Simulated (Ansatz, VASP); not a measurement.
Two plane-wave programs on HfO2

```
Hf O
1.0
     0.00000    2.54875    2.54875
     2.54875    0.00000    2.54875
     2.54875    2.54875    0.00000
Hf O
1 2
Direct
  0.00000 0.00000 0.00000
  0.25000 0.25000 0.25000
  0.75000 0.75000 0.75000
```

Alike in both runs: functional PBE; k mesh 8 × 8 × 8; occupations gaussian, width 0.02 eV; no spin polarisation.

Ansatz relaxed the structure, and its values are those at the end. VASP's run is a single point on that final structure, the one shown.

|  | VASP | Ansatz |
| --- | --- | --- |
| version | VASP 6.6.1 | Ansatz 0.2.0 |
| potentials or method | VASP PAW PBE potentials, release 64 (Hf_pv, O), cutoff 600 eV | scalar-relativistic, plane waves, PAW |
| valence electrons in the cell | 22 | 38 |

VASP gave:

```
gap on the k mesh at the Fermi level (eV) : 3.76
least direct gap on the mesh (eV)         : 3.76
pressure (GPa)                            : -3.9
```

Problem. Estimate Ansatz's values.

Solution. gap on the k mesh at the Fermi level (eV): 3.75; least direct gap on the mesh (eV): 3.75; pressure (GPa): 0.0.

VASP's potentials hold 22 valence electrons a cell and Ansatz's 38, so a difference there can come from the potentials and not from the codes.

Spin-orbit coupling is off throughout.
